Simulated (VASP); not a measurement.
# Zn (P6_3/mmc) in VASP: further runs, part 2 of 2

VASP 6.6.1. Earlier steps stand in the parts before.

## Step 3: Single point, r2SCAN

Contents of POSCAR:

```
Zn
1.0
    2.5956283072      0.0000000000      0.0000000000
   -1.2978141536      2.2478800528      0.0000000000
    0.0000000000      0.0000000000      4.9810820616
Zn
2
Direct
    0.3333333333      0.6666666667      0.2500000000
    0.6666666667      0.3333333333      0.7500000000
```

Contents of INCAR.step1:

```
SYSTEM = Zn
  ALGO = Normal
  EDIFF = 1E-4
  ENCUT = 520
  GGA = PE
  ISMEAR = 0
  LASPH = .True.
  LCHARG = .False.
  LREAL = .False.
  LWAVE = .True.
  NBANDS = 19
  NELM = 80
  PREC = Accurate
  SIGMA = 0.1
```

Contents of INCAR.step2:

```
SYSTEM = Zn
  ALGO = Normal
  EDIFF = 1E-6
  ENCUT = 520
  ISIF = 2
  ISMEAR = 0
  ISTART = 1
  LASPH = .True.
  LCHARG = .False.
  LMIXTAU = .True.
  LREAL = .False.
  LWAVE = .False.
  METAGGA = R2SCAN
  NBANDS = 19
  NELM = 80
  PREC = Accurate
  SIGMA = 0.1
```

Contents of KPOINTS:

```
k-points
0
Gamma
  15 15 8
  0 0 0
```

Potentials or basis: VASP PAW PBE potentials, release 64 (Zn).

Command:

```bash
cat potpaw_PBE.64/Zn/POTCAR > POTCAR
cp INCAR.step1 INCAR
mpirun -np 1 vasp_std > vasp.out
cp INCAR.step2 INCAR
mpirun -np 1 vasp_std > vasp.out
```

OUTCAR:

```text
SYSTEM = Zn
   EDIFF = 1E-6
   ENCUT = 520
   ISIF = 2
   ISMEAR = 0
   ISTART = 1
   LASPH = .True.
   LREAL = .False.
   METAGGA = R2SCAN
   NELM = 80
   PREC = Accurate

 ion  position               nearest neighbor table
   1  0.333  0.667  0.250-   2 2.91   2 2.91   2 2.91   2 2.91   2 2.91   2 2.91
   2  0.667  0.333  0.750-   1 2.91   1 2.91   1 2.91   1 2.91   1 2.91   1 2.91

  LATTYP: Found a hexagonal cell.
 ALAT       =     2.5956283072
 C/A-ratio  =     1.9190274847

  Lattice vectors:

 A1 = (   2.5956283072,   0.0000000000,   0.0000000000)
[... 194 lines left out ...]
      6      -4.7776      2.00000
[... 505 lines left out ...]
      6      -4.6447      2.00000
[... 11 lines left out ...]
     18      14.1545      0.00000
     19      15.5794      0.00000

 [... further k-points ...]
[... 5 lines left out ...]
  --------------------------------------------------------------------------------------
  -------------------------------------------------------------------------------------
  Total        0.1117499      0.1117499      0.0586950      0.0000000     -0.0000000      0.0000000
  in kB        6.1605361      6.1605361      3.2357324      0.0000000     -0.0000000      0.0000000
  external PRESSURE =       5.1856015 kB  Pullay stress =       0.0000000 kB

 VOLUME and BASIS-vectors are now :
 -----------------------------------------------------------------------------
  energy-cutoff  :      520.00
  volume of cell :       29.06
      direct lattice vectors                 reciprocal lattice vectors
     2.595628307  0.000000000  0.000000000     0.385263174  0.222431797  0.000000000
    -1.297814154  2.247880053  0.000000000     0.000000000  0.444863594  0.000000000
     0.000000000  0.000000000  4.981082062     0.000000000  0.000000000  0.200759592

 POSITION                                       TOTAL-FORCE (eV/Angst)
 -----------------------------------------------------------------------------------
     -0.00000      1.49859      1.24527         0.000000      0.000000      0.000000
      1.29781      0.74929      3.73581        -0.000000      0.000000      0.000000
 -----------------------------------------------------------------------------------
    total drift:                                0.000000     -0.000000      0.000000

  FREE ENERGIE OF THE ION-ELECTRON SYSTEM (eV)
  ---------------------------------------------------
  free  energy   TOTEN  =       -17.8076619548 eV

  energy  without entropy=      -17.8070083480  energy(sigma->0) =      -17.80733515
```

OSZICAR.step1:

```text
N       E                     dE             d eps       ncg     rms          rms(c)
DAV:   1     0.112693168220E+03    0.11269E+03   -0.12382E+04  5314   0.202E+03
DAV:   2     0.264016912497E+01   -0.11005E+03   -0.10604E+03  5183   0.296E+02
DAV:   3    -0.241026512822E+01   -0.50504E+01   -0.50315E+01  5765   0.696E+01
DAV:   4    -0.243928911918E+01   -0.29024E-01   -0.29016E-01  5682   0.544E+00
DAV:   5    -0.243932503452E+01   -0.35915E-04   -0.35915E-04  5499   0.173E-01    0.445E+00
DAV:   6    -0.221805070996E+01    0.22127E+00   -0.84006E-01  5702   0.198E+01    0.324E+00
DAV:   7    -0.220704733697E+01    0.11003E-01   -0.29157E-02  6508   0.292E+00    0.165E+00
DAV:   8    -0.220187029086E+01    0.51770E-02   -0.18897E-03  7104   0.689E-01    0.490E-02
DAV:   9    -0.220187487689E+01   -0.45860E-05   -0.24440E-04  4694   0.210E-01
   1 F= -.22018749E+01 E0= -.22014155E+01  d E =-.918795E-03
```

Run time: 2.4 min. Hardware: 1 thread of Intel Xeon Platinum 8559C (Emerald Rapids), shared host; peak memory 0.19 GiB.

What came out:

- Free energy: -17.8077 eV
- Pressure: 0.5 GPa
- Band gap on the k mesh: zero (bands 12 and 13 overlap by 5.16 eV)

Levels at points of the mesh, in eV from the Fermi level:
| k point | band 9 | band 10 | band 11 | band 12 | band 13 | band 14 | band 15 | band 16 |
| --- | --- | --- | --- | --- | --- | --- | --- | --- |
| (0.00, 0.00, 0.00) | -7.59 | -7.40 | -7.40 | -4.09 | -3.42 | 13.69 | 17.53 | 19.90 |
| (0.00, 0.00, 0.50) | -7.48 | -7.48 | -7.48 | -7.48 | 4.40 | 4.40 | 21.28 | 21.28 |

Caveat: the PAW data sets were made with another functional, which shifts forces and pressure a little.

## Step 4: Single point, r2SCAN

This run uses another cell than the first one, of 14.58 Å³/atom.

Contents of POSCAR:

```
Zn
1.0
    2.5931595839      0.0000000000      0.0000000000
   -1.2965797919      2.2457420757      0.0000000000
    0.0000000000      0.0000000000      5.0059327481
Zn
2
Direct
    0.3333333333      0.6666666667      0.2500000000
    0.6666666667      0.3333333333      0.7500000000
```

Contents of INCAR.step1:

```
SYSTEM = Zn
  PREC = Accurate
  ENCUT = 520
  ISMEAR = -1
  SIGMA = 0.15
  LREAL = .FALSE.
  LASPH = .TRUE.
  NELM = 60
  NBANDS = 19
  GGA = PE
  ALGO = Normal
  EDIFF = 1E-4
  LWAVE = .TRUE.
  LCHARG = .FALSE.
```

Contents of INCAR.step2:

```
SYSTEM = Zn
  PREC = Accurate
  ENCUT = 520
  EDIFF = 1E-6
  ISMEAR = -1
  SIGMA = 0.15
  LREAL = .FALSE.
  LASPH = .TRUE.
  NELM = 60
  ALGO = Normal
  ISIF = 2
  LWAVE = .FALSE.
  LCHARG = .FALSE.
  METAGGA = R2SCAN
  LMIXTAU = .TRUE.
  NBANDS = 19
  ISTART = 1
```

Contents of KPOINTS:

```
Automatic mesh
0
G
  15 15 8
  0 0 0
```

Command:

```bash
cat potpaw_PBE.64/Zn/POTCAR > POTCAR
cp INCAR.step1 INCAR
mpirun -np 1 vasp_std > vasp.out
cp INCAR.step2 INCAR
mpirun -np 1 vasp_std > vasp.out
```

Wall time 2.2 min (1 thread of Intel Xeon Platinum 8559C (Emerald Rapids), shared host); peak memory 0.18 GiB.

Results (log left out):

| Property | Result |
| --- | --- |
| Free energy | -17.8163 eV |
| Pressure | 0.5 GPa |
| Band gap on the k mesh | zero (bands 12 and 13 overlap by 5.20 eV) |

Stress tensor (GPa, compression positive):
```
0.63 0.00 0.00
0.00 0.63 0.00
0.00 0.00 0.36
```

Levels at points of the mesh, in eV from the Fermi level:
```csv
k point,band 9,band 10,band 11,band 12,band 13,band 14,band 15,band 16
"(0.00, 0.00, 0.00)",-7.65,-7.46,-7.46,-4.16,-3.55,13.39,17.27,19.92
"(0.00, 0.00, 0.50)",-7.54,-7.54,-7.54,-7.54,4.22,4.22,21.28,21.28
```

Caveat: the PAW data sets were made with another functional, which shifts forces and pressure a little.

## Step 5: Relaxation of cell and atoms, r2SCAN

This run uses another cell than the first one, of 14.42 Å³/atom.

Contents of POSCAR:

```
Zn
1.0
    2.6143598000      0.0000000000      0.0000000000
   -1.3071799000      2.2641020000      0.0000000000
    0.0000000000      0.0000000000      4.8731610200
Zn
2
Direct
    0.3333333300      0.6666666700      0.2500000000
    0.6666666700      0.3333333300      0.7500000000
```

Contents of INCAR.step1:

```
  PREC = Accurate
  ENCUT = 600
  ISMEAR = 0
  SIGMA = 0.1
  LREAL = F
  LASPH = T
  NELM = 100
  GGA = PE
  ALGO = Normal
  EDIFF = 1E-4
  LWAVE = T
  LCHARG = F
```

Contents of INCAR.step2:

```
  PREC = Accurate
  ENCUT = 600
  EDIFF = 1E-6
  ISMEAR = 0
  SIGMA = 0.1
  LREAL = F
  LASPH = T
  NELM = 100
  ALGO = Normal
  ISIF = 3
  LWAVE = F
  LCHARG = F
  METAGGA = R2SCAN
  LMIXTAU = T
  IBRION = 2
  NSW = 100
  EDIFFG = -0.002
  ISTART = 1
```

Contents of KPOINTS:

```
regular mesh
0
Gamma
  15 15 8
```

Command:

```bash
cat potpaw_PBE.64/Zn/POTCAR > POTCAR
cp INCAR.step1 INCAR
mpirun -np 1 vasp_std > vasp.out
cp INCAR.step2 INCAR
mpirun -np 1 vasp_std > vasp.out
```

Run time: 14 min. Hardware: 1 thread of Intel Xeon Platinum 8559C (Emerald Rapids), shared host; peak memory 0.21 GiB.

It converged, with:

```
Free energy                           : -17.8091 eV
Relaxed volume                        : 14.59 Å³/atom
Relaxed cell                          : a = 2.598 Å, b = 2.598 Å, c = 4.992 Å, α = 90.00°, β = 90.00°, γ = 120.00°
Space group after relaxing (to 0.1 Å) : P6_3/mmc (No. 194)
Energy gained by relaxing             : 3.3 meV/atom
Ionic steps                           : 12
Pressure after relaxing               : 0.0 GPa
Band gap on the k mesh                : zero (bands 12 and 13 overlap by 5.17 eV)
```

The path:
```tsv
step	energy change (eV)	largest force (eV/Å)	pressure (GPa)	volume (Å³)
1	0.0000	0.0000	0.07	28.85
2	-0.0051	0.0000	0.46	28.87
3	-0.0060	0.0000	0.68	28.88
4	-0.0062	0.0000	0.78	28.89
5	-0.0065	0.0000	-0.15	29.23
6	-0.0066	0.0000	0.19	29.10
7	-0.0066	0.0000	-0.03	29.18
8	-0.0066	0.0000	0.00	29.18
9	-0.0066	0.0000	0.03	29.18
10	-0.0066	0.0000	0.05	29.18
11	-0.0066	0.0000	0.05	29.18
12	-0.0066	0.0000	0.01	29.18
```

Final structure:
```
CELL_PARAMETERS angstrom
2.59802 0.00000 0.00000
-1.29901 2.24995 0.00000
0.00000 0.00000 4.99215
ATOMIC_POSITIONS crystal
Zn 0.33333 0.66667 0.25000
Zn 0.66667 0.33333 0.75000
```

Levels at points of the mesh, in eV from the Fermi level:
```
           k point  band 9  band 10  band 11  band 12  band 13  band 14  band 15  band 16
(0.00, 0.00, 0.00)   -7.58    -7.39    -7.39    -4.07    -3.43    13.62    17.46    19.88
(0.00, 0.00, 0.50)   -7.47    -7.47    -7.47    -7.47     4.37     4.37    21.24    21.24
```

Caveat: the PAW data sets were made with another functional, which shifts forces and pressure a little.

## Step 6: Overview

```csv
task,cell,cutoff (eV),smearing,gap on the mesh (eV),pressure (GPa),relaxed volume (Å³/atom)
relaxation of cell and atoms,"relaxed from a = 2.596, b = 2.596, c = 4.981 Å, angles 90.0, 90.0, 120.0°, 2 atoms",600,fermi-dirac 0.15 eV,none,0.0,14.65
single point,"a = 2.596, b = 2.596, c = 4.981 Å, angles 90.0, 90.0, 120.0°, 2 atoms",520,gaussian 0.1 eV,none,0.5,-
single point,"a = 2.593, b = 2.593, c = 5.006 Å, angles 90.0, 90.0, 120.0°, 2 atoms",520,fermi-dirac 0.15 eV,none,0.5,-
relaxation of cell and atoms,"relaxed from a = 2.614, b = 2.614, c = 4.873 Å, angles 90.0, 90.0, 120.0°, 2 atoms",600,gaussian 0.1 eV,none,0.0,14.59
```

Alike in all rows: level r2SCAN; potentials or basis VASP PAW PBE potentials, release 64 (Zn); no spin polarisation; k mesh 15 × 15 × 8.

Caveats: the PAW data sets were made with another functional, which shifts forces and pressure a little.

Absolute energies hang on the potentials; compare differences alone.
